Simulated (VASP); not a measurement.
# Cu in VASP: a series of runs, part 2 of 3

VASP 6.6.1.

## Step 4: Electric field gradients, PBEsol (equal xx and yy strain of -2 %)

Contents of INCAR:

```
PREC = Accurate
ENCUT = 520
EDIFF = 1E-8
ISMEAR = -1
SIGMA = 0.08
LREAL = F
LASPH = T
NELM = 60
ALGO = Normal
ISIF = 2
LWAVE = F
LCHARG = F
GGA = PS
LEFG = T
NBANDS = 12
```

Contents of KPOINTS:

```
regular mesh
0
Gamma
  19 19 19
```

Contents of POSCAR:

```
Cu
1.0
    0.0000000000      1.7713500000      1.8075000000
    1.7713500000      0.0000000000      1.8075000000
    1.7713500000      1.7713500000      0.0000000000
Cu
1
Direct
    0.0000000000      0.0000000000      0.0000000000
```

Potentials or basis: VASP PAW PBE potentials, release 64 (Cu).

Command:

```console
$ cat potpaw_PBE.64/Cu/POTCAR > POTCAR
$ mpirun -np 1 vasp_std > vasp.out
```

OUTCAR:

```text
PREC = Accurate
   ENCUT = 520
   EDIFF = 1E-8
   ISMEAR = -1
   LREAL = F
   LASPH = T
   NELM = 60
   ISIF = 2
   GGA = PS

 ion  position               nearest neighbor table
   1  0.000  0.000  0.000-

  LATTYP: Found a body centered tetragonal cell.
 ALAT       =     2.5050671937
 C/A-ratio  =     1.4430750636

  Lattice vectors:

 A1 = (  -1.7713500000,   0.0000000000,   1.8075000000)
 A2 = (   1.7713500000,   0.0000000000,   1.8075000000)
 A3 = (   0.0000000000,   1.7713500000,  -1.8075000000)

Analysis of symmetry for initial positions (statically):
=====================================================================
 Subroutine PRICEL returns:
 Original cell was already a primitive cell.

 Routine SETGRP: Setting up the symmetry group for a
 body centered tetragonal supercell.

 Subroutine GETGRP returns: Found 16 space group operations
 (whereof 16 operations were pure point group operations)
 out of a pool of 16 trial point group operations.

The static configuration has the point symmetry D_4h.

Analysis of symmetry for dynamics (positions and initial velocities):
=====================================================================
 Subroutine PRICEL returns:
 Original cell was already a primitive cell.

 Routine SETGRP: Setting up the symmetry group for a
 body centered tetragonal supercell.

 Subroutine GETGRP returns: Found 16 space group operations
 (whereof 16 operations were pure point group operations)
 out of a pool of 16 trial point group operations.

The dynamic configuration has the point symmetry D_4h.

 Subroutine INISYM returns: Found 16 space group operations
 (whereof 16 operations are pure point group operations),
 and found     1 'primitive' translations

----------------------------------------------------------------------------------------

                                     Primitive cell

  volume of cell :      11.3427

  direct lattice vectors                    reciprocal lattice vectors
     0.000000000  1.771350000  1.807500000    -0.282270585  0.282270585  0.276625173
     1.771350000  0.000000000  1.807500000     0.282270585 -0.282270585  0.276625173
     1.771350000  1.771350000  0.000000000     0.282270585  0.282270585 -0.276625173

  length of vectors
     2.530758201  2.530758201  2.505067194     0.485669489  0.485669489  0.485669489

  position of ions in fractional coordinates (direct lattice)
     0.000000000  0.000000000  0.000000000

  ion indices of the primitive-cell ions
   primitive index   ion index
                 1           1

----------------------------------------------------------------------------------------

 KPOINTS: regular mesh

Automatic generation of k-mesh.
 Grid dimensions read from file:
 generate k-points for:   19   19   19

 Generating k-lattice:

  Cartesian coordinates                     Fractional coordinates (reciprocal lattice)
[... 72 lines left out ...]
   NUPDOWN=      -1.0000    fix difference up-down
   EMIN   =  10.00;   EMAX   =-10.00  energy-range for DOS
   EFERMI =   0.00;   METHOD = LEGACY
   ISMEAR =    -1;   SIGMA  =   0.08  broadening in eV -4-tet -1-fermi 0-gaus
   EFERMI_NEDOS =   21; number of points for ismear=-14 and -15
   IALGO  =     38    algorithm
   IMIX   =      4    mixing-type and parameters
     AMIX     =   0.40;   BMIX     =  1.00
     AMIX_MAG =   1.60;   BMIX_MAG =  1.00
  volume/ion in A,a.u.               =      11.34        76.54
  Fermi-wavevector in a.u.,A,eV,Ry     =   1.620442  3.062191 35.726597  2.625831
  Thomas-Fermi vector in A             =   2.714380
   LORBIT       =      0    0 simple, 1 ext, 2 COOP (PROOUT), +10 PAW based schemes
   GGA     = PS    functional components
   LHFCALC =     F    Hartree Fock is set to
   AEXX    =    0.0000 exact exchange contribution
   IVDW    =     0    specifies the selected vdW correction
   LEPSILON=     F    determine dielectric tensor
   LRPA    =     F    only Hartree local field effects (RPA)
 non-spin polarized calculation
  energy-cutoff  :      520.00
  volume of cell :       11.34
 maximum number of plane-waves:       318
   NGX =  9   NGY =  9   NGZ =  9

 number of electron      11.0000011 magnetization

 Free energy of the ion-electron system (eV)
  ---------------------------------------------------
  ext. energy  EPLUGINS =         0.00000000
  ---------------------------------------------------
  free energy    TOTEN  =        -4.31015075 eV

  energy without entropy =       -4.30325386  energy(sigma->0) =       -4.30670231

 E-fermi :   7.9484     XC(G=0): -13.1459

 val. band max:        7.9362982084   @ k =  -0.3684   0.0526   0.1579
 cond. band min:       7.9706455098   @ k =   0.4211   0.0000   0.4211
 fundamental gap:      0.0343473014
 Fermi energy:         7.9483640674

 k-point     1 :       0.0000    0.0000    0.0000
  band No.  band energies     occupation
      1      -1.7921      2.00000
      2       4.6810      2.00000
      3       4.7873      2.00000
      4       4.7873      2.00000
      5       5.5820      2.00000
      6       5.6883      2.00000
      7      30.8240      0.00000
      8      33.6827      0.00000
      9      33.7827      0.00000
     10      33.7828      0.00000
     11      36.2450      0.00000
     12      36.2451      0.00000
[... 331 lines left out ...]
 k-point    24 :      -0.2632    0.0526    0.0000
  band No.  band energies     occupation
      1       0.9656      2.00000
      2       4.4575      2.00000
      3       4.8383      2.00000
      4       4.9736      2.00000
      5       5.7011      2.00000
      6       5.9467      2.00000
      7      19.2023      0.00000
      8      27.9420      0.00000
      9      31.6798      0.00000
     10      33.0012      0.00000
     11      35.3795      0.00000
     12      36.4695      0.00000

 [... further k-points ...]

------------------------ aborting loop because EDIFF is reached ----------------------------------------

  FORCE on cell =-STRESS in cart. coord.  units (eV):
  Direction    XX          YY          ZZ          XY          YZ          ZX
  --------------------------------------------------------------------------------------
  -------------------------------------------------------------------------------------
  Total        0.0451787      0.0451787     -0.0408806      0.0000000      0.0000000      0.0000000
  in kB        6.3815680      6.3815680     -5.7744505      0.0000000      0.0000000      0.0000000
  external PRESSURE =       2.3295618 kB  Pullay stress =       0.0000000 kB

 VOLUME and BASIS-vectors are now :
 -----------------------------------------------------------------------------
  energy-cutoff  :      520.00
  volume of cell :       11.34
      direct lattice vectors                 reciprocal lattice vectors
     0.000000000  1.771350000  1.807500000    -0.282270585  0.282270585  0.276625173
     1.771350000  0.000000000  1.807500000     0.282270585 -0.282270585  0.276625173
     1.771350000  1.771350000  0.000000000     0.282270585  0.282270585 -0.276625173

 POSITION                                       TOTAL-FORCE (eV/Angst)
 -----------------------------------------------------------------------------------
      0.00000      0.00000      0.00000        -0.000000      0.000000      0.000000
 -----------------------------------------------------------------------------------
    total drift:                               -0.000000     -0.000000     -0.000000

  FREE ENERGIE OF THE ION-ELECTRON SYSTEM (eV)
  ---------------------------------------------------
  free  energy   TOTEN  =        -4.3101507542 eV

  energy  without entropy=       -4.3032538590  energy(sigma->0) =       -4.30670231

 Electric field gradients (V/A^2)
---------------------------------------------------------------------
 ion       V_xx      V_yy      V_zz      V_xy      V_xz      V_yz
---------------------------------------------------------------------
   1      -0.159    -0.159     0.318     0.003     0.002     0.002
---------------------------------------------------------------------

 Electric field gradients after diagonalization (V/A^2)
 (convention: |V_zz| > |V_xx| > |V_yy|)
----------------------------------------------------------------------
 ion       V_xx      V_yy      V_zz     asymmetry (V_yy - V_xx)/ V_zz
----------------------------------------------------------------------
   1      -0.161    -0.156     0.318       0.016
----------------------------------------------------------------------

           NMR quadrupolar parameters

 Cq : quadrupolar parameter    Cq=e*Q*V_zz/h
 eta: asymmetry parameters     (V_yy - V_xx)/ V_zz
 Q  : nuclear electric quadrupole moment in mb (millibarn)
----------------------------------------------------------------------
 ion       Cq(MHz)       eta       Q (mb)
----------------------------------------------------------------------
   1       0.001       0.016       1.000
----------------------------------------------------------------------
```

OSZICAR:

```text
N       E                     dE             d eps       ncg     rms          rms(c)
DAV:   1     0.419707043839E+02    0.41971E+02   -0.54078E+03 14636   0.155E+03
DAV:   2    -0.407420190946E+01   -0.46045E+02   -0.42419E+02 13600   0.206E+02
DAV:   3    -0.540347614437E+01   -0.13293E+01   -0.13159E+01 15448   0.400E+01
DAV:   4    -0.541169786942E+01   -0.82217E-02   -0.82206E-02 15036   0.277E+00
DAV:   5    -0.541176936567E+01   -0.71496E-04   -0.71496E-04 15704   0.261E-01    0.844E+00
DAV:   6    -0.474148345112E+01    0.67029E+00   -0.17025E+01 15712   0.790E+01    0.415E+00
DAV:   7    -0.432518467067E+01    0.41630E+00   -0.25751E+00 15748   0.305E+01    0.602E-01
DAV:   8    -0.431182625208E+01    0.13358E-01   -0.51865E-03 15072   0.105E+00    0.304E-01
DAV:   9    -0.431014158806E+01    0.16847E-02   -0.90038E-03 16368   0.162E+00    0.212E-02
DAV:  10    -0.431014970229E+01   -0.81142E-05   -0.28700E-05 18500   0.843E-02    0.609E-03
DAV:  11    -0.431015070294E+01   -0.10006E-05   -0.52284E-07 16384   0.131E-02    0.317E-04
DAV:  12    -0.431015072135E+01   -0.18402E-07   -0.91646E-09 10356   0.140E-03    0.819E-05
DAV:  13    -0.431015075287E+01   -0.31524E-07   -0.14030E-09  9180   0.504E-04    0.865E-06
DAV:  14    -0.431015075419E+01   -0.13251E-08   -0.18965E-10  7700   0.197E-04
   1 F= -.43101508E+01 E0= -.43067023E+01  d E =-.689690E-02
```

Run time: 1.7 min. Hardware: 1 thread of AMD EPYC 7R43 (Zen 3), shared host; peak memory 0.15 GiB.

What came out:

```yaml
Free_energy: -4.3102 eV
Pressure: 0.2 GPa
```

Stress tensor (GPa, compression positive):
```
 0.64  0.00  0.00
 0.00  0.64  0.00
 0.00  0.00 -0.58
```

Levels at points of the mesh, in eV from the Fermi level:
```tsv
k point	band 3	band 4	band 5	band 6	band 7	band 8	band 9	band 10
(0.00, 0.00, 0.00)	-3.16	-3.16	-2.37	-2.26	22.88	25.73	25.83	25.83
```

Electric field gradients, principal values (V/Å²):
```csv
atom,least,middle,greatest (by size)
1 Cu,-0.156,-0.161,0.318
```

Caveat: the cell differs from its parent crystal (equal xx and yy strain of -2 %); without QUAD_EFG the Cq values of the log hold for a quadrupole moment of 1 mb, not for the nuclei; the PAW data sets were made with another functional, which shifts forces and pressure a little.

## Step 5: Electric field gradients, PBEsol (equal xx and yy strain of -2 %)

Contents of INCAR:

```
SYSTEM = Cu
ALGO     = Normal         ! electronic algorithm
EDIFF    = 1E-8           ! SCF threshold, eV
ENCUT    = 520            ! plane-wave cutoff, eV
GGA      = PS             ! functional
ISIF     = 2              ! what is computed and relaxed
ISMEAR   = -1             ! smearing method
LASPH    = .True.         ! aspherical terms in the spheres
LCHARG   = .False.        ! write CHGCAR
LEFG     = .True.       
LREAL    = .False.        ! projectors in reciprocal space
LWAVE    = .False.        ! write WAVECAR
NBANDS   = 12             ! bands
NELM     = 60             ! most SCF steps
PREC     = Accurate       ! precision mode
SIGMA    = 0.08           ! smearing width, eV
```

Contents of KPOINTS:

```
k-points
0
Gamma
  19 19 19
  0 0 0
```

POSCAR is that of step 4.

Potentials or basis: VASP PAW PBE potentials, release 64 (Cu).

Command:

```console
$ cat potpaw_PBE.64/Cu/POTCAR > POTCAR
$ mpirun -np 1 vasp_std > vasp.out
```

OUTCAR:

```text
SYSTEM = Cu
   EDIFF = 1E-8
   ENCUT = 520
   GGA = PS
   ISIF = 2
   ISMEAR = -1
   LASPH = .True.
   LREAL = .False.
   NELM = 60
   PREC = Accurate

 ion  position               nearest neighbor table
   1  0.000  0.000  0.000-

  LATTYP: Found a body centered tetragonal cell.
 ALAT       =     2.5050671937
 C/A-ratio  =     1.4430750636

  Lattice vectors:

 A1 = (  -1.7713500000,   0.0000000000,   1.8075000000)
 A2 = (   1.7713500000,   0.0000000000,   1.8075000000)
 A3 = (   0.0000000000,   1.7713500000,  -1.8075000000)

Analysis of symmetry for initial positions (statically):
=====================================================================
 Subroutine PRICEL returns:
 Original cell was already a primitive cell.

 Routine SETGRP: Setting up the symmetry group for a
 body centered tetragonal supercell.

 Subroutine GETGRP returns: Found 16 space group operations
 (whereof 16 operations were pure point group operations)
 out of a pool of 16 trial point group operations.

The static configuration has the point symmetry D_4h.

Analysis of symmetry for dynamics (positions and initial velocities):
=====================================================================
 Subroutine PRICEL returns:
 Original cell was already a primitive cell.

 Routine SETGRP: Setting up the symmetry group for a
 body centered tetragonal supercell.

 Subroutine GETGRP returns: Found 16 space group operations
 (whereof 16 operations were pure point group operations)
 out of a pool of 16 trial point group operations.

The dynamic configuration has the point symmetry D_4h.

 Subroutine INISYM returns: Found 16 space group operations
 (whereof 16 operations are pure point group operations),
 and found     1 'primitive' translations

[... 154 lines left out ...]
      7      30.8240      0.00000
      8      33.6827      0.00000
      9      33.7827      0.00000
     10      33.7828      0.00000
     11      36.2450      0.00000
     12      36.2451      0.00000
[... 331 lines left out ...]
 k-point    24 :      -0.2632    0.0526    0.0000
  band No.  band energies     occupation
      1       0.9656      2.00000
      2       4.4575      2.00000
      3       4.8383      2.00000
      4       4.9736      2.00000
      5       5.7011      2.00000
      6       5.9467      2.00000
      7      19.2023      0.00000
      8      27.9420      0.00000
      9      31.6798      0.00000
     10      33.0012      0.00000
     11      35.3795      0.00000
     12      36.4695      0.00000

 [... further k-points ...]
[... 5 lines left out ...]
  --------------------------------------------------------------------------------------
  -------------------------------------------------------------------------------------
  Total        0.0451787      0.0451787     -0.0408806      0.0000000      0.0000000      0.0000000
  in kB        6.3815680      6.3815680     -5.7744505      0.0000000      0.0000000      0.0000000
  external PRESSURE =       2.3295618 kB  Pullay stress =       0.0000000 kB

 VOLUME and BASIS-vectors are now :
 -----------------------------------------------------------------------------
  energy-cutoff  :      520.00
  volume of cell :       11.34
      direct lattice vectors                 reciprocal lattice vectors
     0.000000000  1.771350000  1.807500000    -0.282270585  0.282270585  0.276625173
     1.771350000  0.000000000  1.807500000     0.282270585 -0.282270585  0.276625173
     1.771350000  1.771350000  0.000000000     0.282270585  0.282270585 -0.276625173

 POSITION                                       TOTAL-FORCE (eV/Angst)
 -----------------------------------------------------------------------------------
      0.00000      0.00000      0.00000        -0.000000      0.000000      0.000000
 -----------------------------------------------------------------------------------
    total drift:                               -0.000000     -0.000000     -0.000000

  FREE ENERGIE OF THE ION-ELECTRON SYSTEM (eV)
  ---------------------------------------------------
  free  energy   TOTEN  =        -4.3101507542 eV

  energy  without entropy=       -4.3032538590  energy(sigma->0) =       -4.30670231

 Electric field gradients (V/A^2)
---------------------------------------------------------------------
 ion       V_xx      V_yy      V_zz      V_xy      V_xz      V_yz
---------------------------------------------------------------------
   1      -0.159    -0.159     0.318     0.003     0.002     0.002
---------------------------------------------------------------------

 Electric field gradients after diagonalization (V/A^2)
 (convention: |V_zz| > |V_xx| > |V_yy|)
----------------------------------------------------------------------
 ion       V_xx      V_yy      V_zz     asymmetry (V_yy - V_xx)/ V_zz
----------------------------------------------------------------------
   1      -0.161    -0.156     0.318       0.016
----------------------------------------------------------------------

           NMR quadrupolar parameters

 Cq : quadrupolar parameter    Cq=e*Q*V_zz/h
 eta: asymmetry parameters     (V_yy - V_xx)/ V_zz
 Q  : nuclear electric quadrupole moment in mb (millibarn)
----------------------------------------------------------------------
 ion       Cq(MHz)       eta       Q (mb)
----------------------------------------------------------------------
   1       0.001       0.016       1.000
----------------------------------------------------------------------
```

stdout:

```text
POSCAR found type information on POSCAR Cu
 POSCAR found :  1 types and       1 ions
 scaLAPACK will be used
 -----------------------------------------------------------------------------
|                                                                             |
|                                                                             |
|     You enforced a specific xc type in the INCAR file but a different       |
|     I HOPE YOU KNOW WHAT YOU ARE DOING!                                     |
|                                                                             |
 -----------------------------------------------------------------------------

 LDA part: xc-table for (Slater+PW92), standard interpolation
 POSCAR, INCAR and KPOINTS ok, starting setup
 FFT: planning ... GRIDC
 FFT: planning ... GRID_SOFT
 FFT: planning ... GRID
 WAVECAR not read
 entering main loop
ion   1
```

It took 1.7 min on 1 thread of AMD EPYC 7R43 (Zen 3), shared host; peak memory 0.14 GiB.

Results:

- Free energy: -4.3102 eV
- Pressure: 0.2 GPa

Stress tensor (GPa, compression positive):
```
 0.64  0.00  0.00
 0.00  0.64  0.00
 0.00  0.00 -0.58
```

Electric field gradients, principal values (V/Å²):
```
atom   least  middle  greatest (by size)
1 Cu  -0.156  -0.161               0.318
```

Caveat: the cell differs from its parent crystal (equal xx and yy strain of -2 %); without QUAD_EFG the Cq values of the log hold for a quadrupole moment of 1 mb, not for the nuclei; the PAW data sets were made with another functional, which shifts forces and pressure a little.

(Continued in part 3 of 3.)
